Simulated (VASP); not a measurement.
# ZrH6 (R-3c) in VASP: relaxation of cell and atoms with PBE

Aim: the relaxation of cell and atoms of ZrH6 with PBE.

All numbers are computed with VASP 6.6.1; they aren't measurements. Logs are shortened: lines on timing, memory, paths and dates and some standing lists are left out, and cuts for length are marked.

### Step 1. The cell of the first run

Symmetry: R-3c, No. 167, trigonal system. Conventional cell: a = 4.846 Å, b = 4.846 Å, c = 13.322 Å, α = 90.00°, β = 90.00°, γ = 120.00°. Zr (site symmetry -3) has 12 H at 2.09 to 2.11 Å within 2.8 Å. Within 1.3 Å of H (site symmetry 1) lie 1 H at 0.99 Å.

The cell was generated, and may not be a known phase.

### Step 2. Relaxation of cell and atoms, PBE

INCAR reads:

```
PREC = Accurate ; ENCUT = 600
EDIFF = 1E-6 ; ISMEAR = 0
SIGMA = 0.1 ; LREAL = F
LASPH = T ; NELM = 80
ALGO = Fast ; ISIF = 3
LWAVE = F ; LCHARG = F
GGA = PE ; IBRION = 2
NSW = 100 ; EDIFFG = -0.01
```

KPOINTS reads:

```
Automatic mesh
0
Gamma
  12 12 12
```

POSCAR reads:

```
ZrH6
1.0
    2.4229735513      1.3989044321      4.4407264008
   -2.4229735513      1.3989044321      4.4407264008
    0.0000000000     -2.7978088642      4.4407264008
Zr H
2 12
Direct
    0.5000000000      0.5000000000      0.5000000000
    0.0000000000      0.0000000000      0.0000000000
    0.9455115078      0.5375626738      0.3530563361
    0.3530563361      0.9455115078      0.5375626738
    0.5375626738      0.3530563361      0.9455115078
    0.1469436639      0.9624373262      0.5544884922
    0.9624373262      0.5544884922      0.1469436639
    0.5544884922      0.1469436639      0.9624373262
    0.0544884922      0.4624373262      0.6469436639
    0.6469436639      0.0544884922      0.4624373262
    0.4624373262      0.6469436639      0.0544884922
    0.8530563361      0.0375626738      0.4455115078
    0.0375626738      0.4455115078      0.8530563361
    0.4455115078      0.8530563361      0.0375626738
```

Potentials or basis: VASP PAW PBE potentials, release 64 (Zr_sv, H).

Launch:

```sh
$ cat potpaw_PBE.64/Zr_sv/POTCAR potpaw_PBE.64/H/POTCAR > POTCAR
$ mpirun -np 1 vasp_std > vasp.out
```

OUTCAR:

```text
PREC = Accurate
   ENCUT = 600
   EDIFF = 1E-6
   ISMEAR = 0
   LREAL = F
   LASPH = T
   NELM = 80
   ISIF = 3
   GGA = PE
   IBRION = 2
   NSW = 100
   EDIFFG = -0.01

 ion  position               nearest neighbor table
   1  0.500  0.500  0.500-   4 2.09  10 2.09   9 2.09   3 2.09   5 2.09  11 2.09   6 2.11  12 2.11
                             7 2.11  13 2.11   8 2.11  14 2.11   2 3.57   2 3.57   2 3.57   2 3.57
   2  0.000  0.000  0.000-   8 2.09  14 2.09  13 2.09   7 2.09   6 2.09  12 2.09  11 2.11   5 2.11
                             3 2.11   9 2.11   4 2.11  10 2.11   1 3.57   1 3.57   1 3.57   1 3.57
   3  0.946  0.538  0.353-   1 2.09   2 2.11
   4  0.353  0.946  0.538-   1 2.09   2 2.11
   5  0.538  0.353  0.946-   1 2.09   2 2.11
   6  0.147  0.962  0.554-   2 2.09   1 2.11
   7  0.962  0.554  0.147-   2 2.09   1 2.11
   8  0.554  0.147  0.962-   2 2.09   1 2.11
   9  0.054  0.462  0.647-   1 2.09   2 2.11
  10  0.647  0.054  0.462-   1 2.09   2 2.11
  11  0.462  0.647  0.054-   1 2.09   2 2.11
  12  0.853  0.038  0.446-   2 2.09   1 2.11
  13  0.038  0.446  0.853-   2 2.09   1 2.11
  14  0.446  0.853  0.038-   2 2.09   1 2.11

  LATTYP: Found a trigonal (rhomboedric) cell.
 ALAT       =     5.2485984231
 COS(alpha) =     0.5737733002

  Lattice vectors:

 A1 = (   2.4229735513,   1.3989044321,   4.4407264008)
 A2 = (  -2.4229735513,   1.3989044321,   4.4407264008)
 A3 = (   0.0000000000,  -2.7978088642,   4.4407264008)

Analysis of symmetry for initial positions (statically):
=====================================================================
 Subroutine PRICEL returns:
 Original cell was already a primitive cell.

 Routine SETGRP: Setting up the symmetry group for a
 trigonal (rhombohedral) supercell.

 Subroutine GETGRP returns: Found 12 space group operations
 (whereof  6 operations were pure point group operations)
 out of a pool of 12 trial point group operations.

The static configuration has the point symmetry S_6 .
 The point group associated with its full space group is D_3d.

Analysis of symmetry for dynamics (positions and initial velocities):
=====================================================================
 Subroutine PRICEL returns:
 Original cell was already a primitive cell.

 Routine SETGRP: Setting up the symmetry group for a
 trigonal (rhombohedral) supercell.

 Subroutine GETGRP returns: Found 12 space group operations
 (whereof  6 operations were pure point group operations)
 out of a pool of 12 trial point group operations.

The dynamic configuration has the point symmetry S_6 .
 The point group associated with its full space group is D_3d.

 Subroutine INISYM returns: Found 12 space group operations
 (whereof  6 operations are pure point group operations),
 and found     1 'primitive' translations

----------------------------------------------------------------------------------------

                                     Primitive cell

  volume of cell :      90.3113

  direct lattice vectors                    reciprocal lattice vectors
     2.422973551  1.398904432  4.440726401     0.206358010  0.119140853  0.075062795
    -2.422973551  1.398904432  4.440726401    -0.206358010  0.119140853  0.075062795
     0.000000000 -2.797808864  4.440726401     0.000000000 -0.238281705  0.075062795

  length of vectors
     5.248598423  5.248598423  5.248598423     0.249825127  0.249825127  0.249825127

  position of ions in fractional coordinates (direct lattice)
     0.500000000  0.500000000  0.500000000
     0.000000000  0.000000000  0.000000000
     0.945511508  0.537562674  0.353056336
     0.353056336  0.945511508  0.537562674
     0.537562674  0.353056336  0.945511508
     0.146943664  0.962437326  0.554488492
     0.962437326  0.554488492  0.146943664
     0.554488492  0.146943664  0.962437326
     0.054488492  0.462437326  0.646943664
     0.646943664  0.054488492  0.462437326
     0.462437326  0.646943664  0.054488492
     0.853056336  0.037562674  0.445511508
     0.037562674  0.445511508  0.853056336
     0.445511508  0.853056336  0.037562674

  ion indices of the primitive-cell ions
   primitive index   ion index
                 1           1
                 2           2
                 3           3
                 4           4
                 5           5
                 6           6
                 7           7
                 8           8
                 9           9
                10          10
                11          11
                12          12
                13          13
                14          14

----------------------------------------------------------------------------------------

 KPOINTS: Automatic mesh

Automatic generation of k-mesh.
 Grid dimensions read from file:
 generate k-points for:   12   12   12

 Generating k-lattice:

  Cartesian coordinates                     Fractional coordinates (reciprocal lattice)
     0.017196501  0.009928404  0.006255233     0.083333333  0.000000000  0.000000000
    -0.017196501  0.009928404  0.006255233     0.000000000  0.083333333  0.000000000
     0.000000000 -0.019856809  0.006255233     0.000000000  0.000000000  0.083333333

  Length of vectors
     0.020818761  0.020818761  0.020818761

  Shift w.r.t. Gamma in fractional coordinates (k-lattice)
     0.000000000  0.000000000  0.000000000

 Subroutine IBZKPT returns following result:
 ===========================================

 Found    189 irreducible k-points:

 Following reciprocal coordinates:
            Coordinates               Weight
  0.000000  0.000000  0.000000      1.000000
  0.083333 -0.000000  0.000000      6.000000
  0.166667 -0.000000  0.000000      6.000000
  0.250000  0.000000  0.000000      6.000000
  0.333333 -0.000000 -0.000000      6.000000
  0.416667 -0.000000  0.000000      6.000000
[... 16 lines left out ...]
  0.500000  0.166667  0.000000     12.000000
 -0.416667  0.166667  0.000000     12.000000
 [... further k-points ...]
   k-points           NKPTS =    189   k-points in BZ     NKDIM =    189   number of bands    NBANDS=     26
   number of dos      NEDOS =    301   number of ions     NIONS =     14
   total plane-waves  NPLWV =  74088
   dimension x,y,z NGX =    42 NGY =   42 NGZ =   42
   dimension x,y,z NGXF=    84 NGYF=   84 NGZF=   84
   ions per type =               2  12
   NGX,Y,Z   is equivalent  to a cutoff of  13.30, 13.30, 13.30 a.u.
   NGXF,Y,Z  is equivalent  to a cutoff of  26.61, 26.61, 26.61 a.u.
 SYSTEM =  unknown system
   PREC   = accura    normal or accurate (medium, high low for compatibility)
   ISTART =      0    job   : 0-new  1-cont  2-samecut
   ICHARG =      2    charge: 1-file 2-atom 10-const
   ISPIN  =      1    spin polarized calculation?
   LNONCOLLINEAR =      F non collinear calculations
   LSORBIT =      F    spin-orbit coupling
   LASPH  =      T    aspherical Exc in radial PAW
   ENCUT  =  600.0 eV  44.10 Ry    6.64 a.u.  10.48 10.48 10.48*2*pi/ulx,y,z
   NELM   =     80;   NELMIN=  2; NELMDL= -5     # of ELM steps
   EDIFF  = 0.1E-05   stopping-criterion for ELM
   LREAL  =      F    real-space projection
   EDIFFG = -.1E-01   stopping-criterion for IOM
   NSW    =    100    number of steps for IOM
   IBRION =      2    ionic relax: 0-MD 1-quasi-New 2-CG
   NFREE  =      1    steps in history (QN), initial steepest desc. (CG)
   ISIF   =      3    stress and relaxation
   ISYM   =      2    0-nonsym 1-usesym 2-fastsym
   POTIM  = 0.5000    time-step for ionic-motion
   TEBEG  =    0.0;   TEEND  =   0.0 temperature during run
   PSTRESS=    0.0 pullay stress
   NELECT =      36.0000    total number of electrons
   NUPDOWN=      -1.0000    fix difference up-down
   EMIN   =  10.00;   EMAX   =-10.00  energy-range for DOS
   EFERMI =   0.00;   METHOD = LEGACY
   ISMEAR =     0;   SIGMA  =   0.10  broadening in eV -4-tet -1-fermi 0-gaus
   EFERMI_NEDOS =   21; number of points for ismear=-14 and -15
   IALGO  =     68    algorithm
   IMIX   =      4    mixing-type and parameters
     AMIX     =   0.40;   BMIX     =  1.00
     AMIX_MAG =   1.60;   BMIX_MAG =  1.00
  volume/ion in A,a.u.               =       6.45        43.53
  Fermi-wavevector in a.u.,A,eV,Ry     =   1.204837  2.276812 19.750659  1.451632
  Thomas-Fermi vector in A             =   2.340551
   LORBIT       =      0    0 simple, 1 ext, 2 COOP (PROOUT), +10 PAW based schemes
   GGA     = PE    functional components
   LHFCALC =     F    Hartree Fock is set to
   AEXX    =    0.0000 exact exchange contribution
   IVDW    =     0    specifies the selected vdW correction
   LEPSILON=     F    determine dielectric tensor
   LRPA    =     F    only Hartree local field effects (RPA)
 conjugate gradient relaxation of ions
 non-spin polarized calculation
 RMM-DIIS sequential band-by-band and
 Gauss-broadening in eV      SIGMA  =   0.10
  energy-cutoff  :      600.00
  volume of cell :       90.31
 maximum number of plane-waves:      3060
 NGX is ok and might be reduce to    42
   NGX = 21   NGY = 21   NGZ = 21

--------------------------------------- Ionic step        1  -------------------------------------------

 number of electron      36.0000002 magnetization

 Free energy of the ion-electron system (eV)
  ---------------------------------------------------
  ext. energy  EPLUGINS =         0.00000000
  ---------------------------------------------------
  free energy    TOTEN  =       -54.76407625 eV

  energy without entropy =      -54.74508497  energy(sigma->0) =      -54.75458061

------------------------ aborting loop because EDIFF is reached ----------------------------------------

  FORCE on cell =-STRESS in cart. coord.  units (eV):
  Direction    XX          YY          ZZ          XY          YZ          ZX
  --------------------------------------------------------------------------------------
  -------------------------------------------------------------------------------------
  Total       -0.0891344     -0.0891344     -0.0883568      0.0000000     -0.0000000      0.0000000
  in kB       -1.5812990     -1.5812990     -1.5675036      0.0000000     -0.0000000      0.0000000
  external PRESSURE =      -1.5767006 kB  Pullay stress =       0.0000000 kB
[... 81 lines left out ...]
  energy  without entropy=      -54.7455325530  energy(sigma->0) =      -54.75501422

--------------------------------------- Ionic step        3  -------------------------------------------

 number of electron      36.0000001 magnetization

 Free energy of the ion-electron system (eV)
  ---------------------------------------------------
  ext. energy  EPLUGINS =         0.00000000
  ---------------------------------------------------
  free energy    TOTEN  =       -54.76483353 eV

  energy without entropy =      -54.74591399  energy(sigma->0) =      -54.75537376

 E-fermi :   5.8487     XC(G=0): -10.3275

 val. band max:        5.8467044171   @ k =   0.3333   0.3333   0.0833
 cond. band min:       5.8514945566   @ k =   0.4167   0.2500   0.0000
 fundamental gap:      0.0047901395
 Fermi energy:         5.8487439258

 k-point     1 :       0.0000    0.0000    0.0000
  band No.  band energies     occupation
      1     -43.4452      2.00000
      2     -43.3997      2.00000
      3     -21.6967      2.00000
      4     -21.6726      2.00000
      5     -21.6726      2.00000
      6     -21.4941      2.00000
[... 685 lines left out ...]
     25       9.4602      0.00000
     26       9.8545      0.00000

 [... further k-points ...]

------------------------ aborting loop because EDIFF is reached ----------------------------------------

  FORCE on cell =-STRESS in cart. coord.  units (eV):
  Direction    XX          YY          ZZ          XY          YZ          ZX
  --------------------------------------------------------------------------------------
  -------------------------------------------------------------------------------------
  Total       -0.0635569     -0.0635569      0.1342428      0.0000000     -0.0000000      0.0000000
  in kB       -1.1300720     -1.1300720      2.3868993      0.0000000     -0.0000000      0.0000000
  external PRESSURE =       0.0422518 kB  Pullay stress =       0.0000000 kB
[... 29 lines left out ...]
  FREE ENERGIE OF THE ION-ELECTRON SYSTEM (eV)
  ---------------------------------------------------
  free  energy   TOTEN  =       -54.7648335259 eV

  energy  without entropy=      -54.7459139936  energy(sigma->0) =      -54.75537376

 reached required accuracy - stopping structural energy minimisation
```

Run time: 44 min. Hardware: 1 thread of Oxide Virtual Turin-like, shared host; peak memory 0.56 GiB.

What came out:

```yaml
Free_energy: -54.7648 eV
Relaxed_volume: 6.44 Å³/atom
Relaxed_cell: a = 5.245 Å, b = 5.245 Å, c = 5.245 Å, α = 54.99°, β = 54.99°, γ = 54.99°
Space_group_after_relaxing_to_0.1_Å: R-3c (No. 167)
Energy_gained_by_relaxing: 0.1 meV/atom
Ionic_steps: 3
Pressure_after_relaxing: 0.0 GPa
Largest_force_after_relaxing: 0.010 eV/Å
Band_gap_on_the_k_mesh: zero (bands 18 and 19 overlap by 2.58 eV)
```

Forces in eV/Å, atoms in the order of the input:
```
Zr   0.000  0.000  0.000
Zr   0.000  0.000  0.000
H    0.002 -0.009  0.000
H    0.007  0.006  0.000
H   -0.009  0.003  0.000
H   -0.009 -0.003  0.000
H    0.002  0.009  0.000
H    0.007 -0.006  0.000
H   -0.002  0.009  0.000
H   -0.007 -0.006  0.000
H    0.009 -0.003  0.000
H    0.009  0.003  0.000
H   -0.002 -0.009  0.000
H   -0.007  0.006  0.000
```

Stress tensor (GPa, compression positive):
```
-0.11  0.00  0.00
 0.00 -0.11  0.00
 0.00  0.00  0.24
```

Step by step:
```csv
step,energy change (eV),largest force (eV/Å),pressure (GPa),volume (Å³)
1,0.0000,0.0266,-0.16,90.31
2,-0.0004,0.0192,-0.08,90.23
3,-0.0008,0.0096,0.00,90.11
```

Final structure:
```yaml
crystal:
  lattice:
    - [2.42116, 1.39786, 4.43743]
    - [-2.42116, 1.39786, 4.43743]
    - [0.00000, -2.79571, 4.43743]
  atoms:
    - { symbol: Zr, position: [0.50000, 0.50000, 0.50000] }
    - { symbol: Zr, position: [0.00000, 0.00000, 0.00000] }
    - { symbol: H, position: [0.94507, 0.53714, 0.35366] }
    - { symbol: H, position: [0.35366, 0.94507, 0.53714] }
    - { symbol: H, position: [0.53714, 0.35366, 0.94507] }
    - { symbol: H, position: [0.14634, 0.96286, 0.55493] }
    - { symbol: H, position: [0.96286, 0.55493, 0.14634] }
    - { symbol: H, position: [0.55493, 0.14634, 0.96286] }
    - { symbol: H, position: [0.05493, 0.46286, 0.64634] }
    - { symbol: H, position: [0.64634, 0.05493, 0.46286] }
    - { symbol: H, position: [0.46286, 0.64634, 0.05493] }
    - { symbol: H, position: [0.85366, 0.03714, 0.44507] }
    - { symbol: H, position: [0.03714, 0.44507, 0.85366] }
    - { symbol: H, position: [0.44507, 0.85366, 0.03714] }
```
